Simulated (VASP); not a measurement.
Here is a VASP 6.6.1 calculation.

Contents of INCAR:

```
SYSTEM = RbCl
PREC = Accurate
ENCUT = 500
EDIFF = 1E-6
ISMEAR = 0
SIGMA = 0.1
LREAL = .False.
LASPH = .True.
NELM = 200
ALGO = Normal
ISIF = 2
LWAVE = .False.
LCHARG = .False.
LNONCOLLINEAR = .True.
MAGMOM = 0 0 0 0 0 0
LORBIT = 11
LSORBIT = .True.
GGA_COMPAT = .False.
LORBMOM = .True.
GGA = RE
ISYM = -1
NBANDS = 28
```

KPOINTS

```
regular mesh
0
Gamma
  1 1 2
  0 0 0
```

Contents of POSCAR:

```
RbCl
1.0
    0.0000000000      3.3087073290      3.3087073290
    3.3087073290      0.0000000000      3.3087073290
    3.3087073290      3.3087073290      0.0000000000
Rb Cl
1 1
Direct
    0.0000000000      0.0000000000      0.0000000000
    0.5000000000      0.5000000000      0.5000000000
```

Potentials or basis: VASP PAW PBE potentials, release 64 (Rb_sv, Cl).

Command:

```bash
$ cat potpaw_PBE.64/Rb_sv/POTCAR potpaw_PBE.64/Cl/POTCAR > POTCAR
$ mpirun -np 1 vasp_ncl > vasp.out
```

(1) What does it give for the net moment?

(2) What does it give for the pressure?

Results:

(1) 0.00 μB per cell.

(2) 3.8 GPa.

Caveat: the k points lie up to 1.57 Å⁻¹ apart; the PAW data sets were made with another functional, which shifts forces and pressure a little.
